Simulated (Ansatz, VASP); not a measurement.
**CdH6 in VASP and in Ansatz**

```
Cd H
1.0
     3.52482    0.00000    0.00000
     0.00000    3.52482    0.00000
     0.00000    0.00000    5.58410
Cd H
1 6
Direct
  0.00000 0.00000 0.50000
  0.17975 0.17975 0.00000
  0.82025 0.82025 0.00000
  0.82025 0.17975 0.00000
  0.17975 0.82025 0.00000
  0.50000 0.00000 0.50000
  0.00000 0.50000 0.50000
```

Alike in both runs: functional PBE; k mesh 10 × 10 × 8; occupations gaussian, width 0.1 eV; no spin polarisation.

Ansatz relaxed the structure, and its values are those at the end. VASP's run is a single point on that final structure, the one shown.

```csv
,VASP,Ansatz
version,VASP 6.6.1,Ansatz 0.2.0
potentials or method,"VASP PAW PBE potentials, release 64 (Cd_sv_GW, H), cutoff 630 eV","scalar-relativistic, plane waves, PAW"
valence electrons in the cell,26,26
```

|  | VASP | Ansatz | Ansatz less VASP |
| --- | --- | --- | --- |
| gap on the k mesh at the Fermi level (eV) | none | none | - |
| pressure (GPa) | -0.1 | 0.0 | +0.09 |

A gap of «none» marks a metal or a gap that the smearing closes. The functional is the same, so the differences come from potentials, cutoffs and numerics.
